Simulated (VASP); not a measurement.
# Sn (C2/c) in VASP: a series of runs, part 2 of 2

VASP 6.6.1. Earlier steps stand in the parts before.

### Step 4. Single point, LDA

Input file INCAR:

```
  PREC = Accurate
  ENCUT = 520
  EDIFF = 1E-7
  ISMEAR = -1
  SIGMA = 0.1
  LREAL = F
  LASPH = T
  NELM = 60
  ALGO = Normal
  ISIF = 2
  LWAVE = F
  LCHARG = F
  GGA = CA
  NBANDS = 21
```

Input file KPOINTS:

```
regular mesh
0
Gamma
  7 7 5
```

Input file POSCAR:

```
Sn
1.0
   -2.8994216605      2.9008009606      1.5581694818
    2.9008009606     -2.8994216605      1.5581694818
    2.8985835788      2.8985835788     -1.5556411493
Sn
2
Direct
    0.0000164062      0.9999835938      0.0000000000
    0.7499835938      0.2500164062      0.5000000000
```

Potentials or basis: VASP PAW LDA potentials, release 64 (Sn_d).

On the command line:

```sh
> cat potpaw_LDA.64/Sn_d/POTCAR > POTCAR
> mpirun -np 1 vasp_std > vasp.out
```

OUTCAR:

```text
PREC = Accurate
   ENCUT = 520
   EDIFF = 1E-7
   ISMEAR = -1
   LREAL = F
   LASPH = T
   NELM = 60
   ISIF = 2
   GGA = CA

 ion  position               nearest neighbor table
   1  0.000  1.000  0.000-   2 3.00   2 3.00   2 3.00   2 3.00   2 3.72   2 3.72   2 3.73   2 3.73

   2  0.750  0.250  0.500-   1 3.00   1 3.00   1 3.00   1 3.00   1 3.72   1 3.72   1 3.73   1 3.73

  LATTYP: Found a base centered monoclinic cell.
 ALAT       =     3.1163395741
 B/A-ratio  =     2.6321757628
 C/A-ratio  =     1.4069300504
 COS(beta)  =    -0.3542216887

  Lattice vectors:

 A1 = (  -2.8994216605,   2.9008009606,   1.5581694818)
 A2 = (   2.9008009606,  -2.8994216605,   1.5581694818)
 A3 = (   2.8985835788,   2.8985835788,  -1.5556411493)

Analysis of symmetry for initial positions (statically):
=====================================================================
 Subroutine PRICEL returns:
 Original cell was already a primitive cell.

 Routine SETGRP: Setting up the symmetry group for a
 base centered monoclinic supercell.

 Subroutine GETGRP returns: Found  4 space group operations
 (whereof  2 operations were pure point group operations)
 out of a pool of  4 trial point group operations.

The static configuration has the point symmetry C_2 .
 The point group associated with its full space group is C_2h.

Analysis of symmetry for dynamics (positions and initial velocities):
=====================================================================
 Subroutine PRICEL returns:
 Original cell was already a primitive cell.

 Routine SETGRP: Setting up the symmetry group for a
 base centered monoclinic supercell.

[... 109 lines left out ...]
   IBRION =     -1    ionic relax: 0-MD 1-quasi-New 2-CG
   NFREE  =      0    steps in history (QN), initial steepest desc. (CG)
   ISIF   =      2    stress and relaxation
   ISYM   =      2    0-nonsym 1-usesym 2-fastsym
   POTIM  = 0.5000    time-step for ionic-motion
   TEBEG  =    0.0;   TEEND  =   0.0 temperature during run
   PSTRESS=    0.0 pullay stress
   NELECT =      28.0000    total number of electrons
   NUPDOWN=      -1.0000    fix difference up-down
   EMIN   =  10.00;   EMAX   =-10.00  energy-range for DOS
   EFERMI =   0.00;   METHOD = LEGACY
   ISMEAR =    -1;   SIGMA  =   0.10  broadening in eV -4-tet -1-fermi 0-gaus
   EFERMI_NEDOS =   21; number of points for ismear=-14 and -15
   IALGO  =     38    algorithm
   IMIX   =      4    mixing-type and parameters
     AMIX     =   0.40;   BMIX     =  1.00
     AMIX_MAG =   1.60;   BMIX_MAG =  1.00
  volume/ion in A,a.u.               =      26.20       176.83
  Fermi-wavevector in a.u.,A,eV,Ry     =   1.328418  2.510346 24.010122  1.764694
  Thomas-Fermi vector in A             =   2.457657
   LORBIT       =      0    0 simple, 1 ext, 2 COOP (PROOUT), +10 PAW based schemes
   GGA     = CA    functional components
   LHFCALC =     F    Hartree Fock is set to
   AEXX    =    0.0000 exact exchange contribution
   IVDW    =     0    specifies the selected vdW correction
   LEPSILON=     F    determine dielectric tensor
   LRPA    =     F    only Hartree local field effects (RPA)
 non-spin polarized calculation
  energy-cutoff  :      520.00
  volume of cell :       52.41
 maximum number of plane-waves:      1423
 NGX is ok and might be reduce to    36
   NGX = 17   NGY = 17   NGZ = 17

 number of electron      28.0000007 magnetization

 Free energy of the ion-electron system (eV)
  ---------------------------------------------------
  ext. energy  EPLUGINS =         0.00000000
  ---------------------------------------------------
  free energy    TOTEN  =        -9.00608093 eV

  energy without entropy =       -8.97148073  energy(sigma->0) =       -8.98878083

 E-fermi :   8.0409     XC(G=0): -10.7131

 val. band max:        8.0323434995   @ k =   0.1429   0.1429   0.2000
 cond. band min:       8.0439144307   @ k =   0.4286   0.0000   0.2000
 fundamental gap:      0.0115709312
 Fermi energy:         8.0409148110

 k-point     1 :       0.0000    0.0000    0.0000
  band No.  band energies     occupation
      1     -13.4645      2.00000
      2     -13.3847      2.00000
      3     -13.3270      2.00000
      4     -13.3258      2.00000
      5     -13.1376      2.00000
      6     -13.1367      2.00000
[... 565 lines left out ...]
     20      16.1231      0.00000
     21      16.9898      0.00000

 [... further k-points ...]
[... 5 lines left out ...]
  --------------------------------------------------------------------------------------
  -------------------------------------------------------------------------------------
  Total       -0.1696837     -0.1696837      0.2263320     -0.1397044      0.0742336      0.0742335
  in kB       -5.1876717     -5.1876717      6.9195542     -4.2711246      2.2695126      2.2695115
  external PRESSURE =      -1.1519297 kB  Pullay stress =       0.0000000 kB

 VOLUME and BASIS-vectors are now :
 -----------------------------------------------------------------------------
  energy-cutoff  :      520.00
  volume of cell :       52.41
      direct lattice vectors                 reciprocal lattice vectors
    -2.899421660  2.900800961  1.558169482    -0.000114965  0.172292210  0.320813149
     2.900800961 -2.899421660  1.558169482     0.172292210 -0.000114965  0.320813149
     2.898583579  2.898583579 -1.555641149     0.172457079  0.172457079 -0.000152660

 POSITION                                       TOTAL-FORCE (eV/Angst)
 -----------------------------------------------------------------------------------
      2.90071     -2.89933      1.55817         0.024284     -0.024284     -0.000000
      0.00002      2.89994      0.78035        -0.024284      0.024284      0.000000
 -----------------------------------------------------------------------------------
    total drift:                               -0.000000     -0.000000     -0.000000

  FREE ENERGIE OF THE ION-ELECTRON SYSTEM (eV)
  ---------------------------------------------------
  free  energy   TOTEN  =        -9.0060809266 eV

  energy  without entropy=       -8.9714807350  energy(sigma->0) =       -8.98878083
```

OSZICAR:

```text
N       E                     dE             d eps       ncg     rms          rms(c)
DAV:   1     0.222509911356E+03    0.22251E+03   -0.14310E+04  3067   0.211E+03
DAV:   2     0.141445392802E+02   -0.20837E+03   -0.20434E+03  3059   0.454E+02
DAV:   3    -0.830979737199E+01   -0.22454E+02   -0.22281E+02  3502   0.135E+02
DAV:   4    -0.901998763197E+01   -0.71019E+00   -0.70982E+00  3414   0.268E+01
DAV:   5    -0.904943745678E+01   -0.29450E-01   -0.29449E-01  4309   0.509E+00    0.259E+00
DAV:   6    -0.901864450464E+01    0.30793E-01   -0.35044E-02  4138   0.264E+00    0.141E+00
DAV:   7    -0.900663089774E+01    0.12014E-01   -0.18529E-02  4100   0.188E+00    0.158E-01
DAV:   8    -0.900607500496E+01    0.55589E-03   -0.20022E-03  3926   0.636E-01    0.316E-02
DAV:   9    -0.900608060229E+01   -0.55973E-05   -0.52499E-05  4003   0.629E-02    0.113E-02
DAV:  10    -0.900608093530E+01   -0.33301E-06   -0.33124E-06  4025   0.215E-02    0.123E-03
DAV:  11    -0.900608092664E+01    0.86598E-08   -0.25201E-07  2974   0.652E-03
   1 F= -.90060809E+01 E0= -.89887808E+01  d E =-.346002E-01
```

Wall time 1.8 min (1 thread of Intel Xeon 8259CL, shared host); peak memory 0.21 GiB.

Results:

| Quantity | Value |
| --- | --- |
| Free energy | -9.0061 eV |
| Pressure | -0.1 GPa |
| Largest force | 0.034 eV/Å |
| Band gap on the k mesh | zero (bands 14 and 15 overlap by 3.24 eV) |

Forces on the atoms (eV/Å):
```
Sn   0.024 -0.024  0.000
Sn  -0.024  0.024  0.000
```

Levels at points of the mesh, in eV from the Fermi level:
| k point | band 11 | band 12 | band 13 | band 14 | band 15 | band 16 | band 17 | band 18 |
| --- | --- | --- | --- | --- | --- | --- | --- | --- |
| (0.00, 0.00, 0.00) | -11.32 | -3.67 | -2.02 | -2.02 | 3.08 | 6.31 | 6.32 | 7.32 |

Caveat: spin-orbit coupling is left out, which moves the levels of the heavy elements.

### Step 5. Single point, LDA

Input file INCAR:

```
PREC = Accurate
ENCUT = 520
EDIFF = 1E-6
ISMEAR = -1
SIGMA = 0.1
LREAL = False
LASPH = True
NELM = 60
ALGO = Normal
ISIF = 2
LWAVE = False
LCHARG = False
NBANDS = 21
```

Input file KPOINTS:

```
Automatic mesh
0
Gamma
  9 9 6
```

POSCAR is that of step 4.

On the command line:

```sh
> cat potpaw_LDA.64/Sn_d/POTCAR > POTCAR
> mpirun -np 1 vasp_std > vasp.out
```

It took 3.3 min on 1 thread of Intel Xeon 8259CL, shared host; peak memory 0.25 GiB.

It converged, with:

```yaml
Free_energy: -8.9831 eV
Pressure: 0.0 GPa
Largest_force: 0.016 eV/Å
Band_gap_on_the_k_mesh: zero (bands 14 and 15 overlap by 4.43 eV)
```

Forces in eV/Å, atoms in the order of the input:
```
Sn   0.012 -0.012  0.000
Sn  -0.012  0.012  0.000
```

Stress tensor (GPa, compression positive):
```
-0.31 -0.08  0.00
-0.08 -0.31  0.00
 0.00  0.00  0.68
```

Levels at points of the mesh, in eV from the Fermi level:
| k point | band 10 | band 11 | band 12 | band 13 | band 14 | band 15 | band 16 | band 17 | band 18 | band 19 |
| --- | --- | --- | --- | --- | --- | --- | --- | --- | --- | --- |
| (0.00, 0.00, 0.00) | -21.11 | -11.47 | -3.82 | -2.17 | -2.16 | 2.93 | 6.17 | 6.17 | 7.18 | 7.27 |
| (0.00, 0.00, 0.50) | -21.24 | -9.18 | -9.18 | 0.47 | 0.47 | 1.47 | 1.47 | 6.29 | 6.29 | 10.00 |

Caveat: spin-orbit coupling is left out, which moves the levels of the heavy elements.

### Step 6. Overview

```tsv
k mesh	gap on the mesh (eV)	pressure (GPa)	largest force (eV/Å)
4 × 4 × 3	none	0.4	0.10
6 × 6 × 4	none	-0.1	0.04
7 × 7 × 5	none	-0.1	0.03
9 × 9 × 6	none	0.0	0.02
```

Alike in all rows: task single point; level LDA; potentials or basis VASP PAW LDA potentials, release 64 (Sn_d); no spin polarisation; cell as given; cutoff (eV) 520; smearing fermi-dirac 0.1 eV.

Caveats: some runs use coarse meshes; spin-orbit coupling is left out, which moves the levels of the heavy elements.

Total energies depend on the potentials used, so only differences within one code and one set of settings carry meaning.

The gap in the log of VASP goes by the Fermi energy; the results here count the filled bands.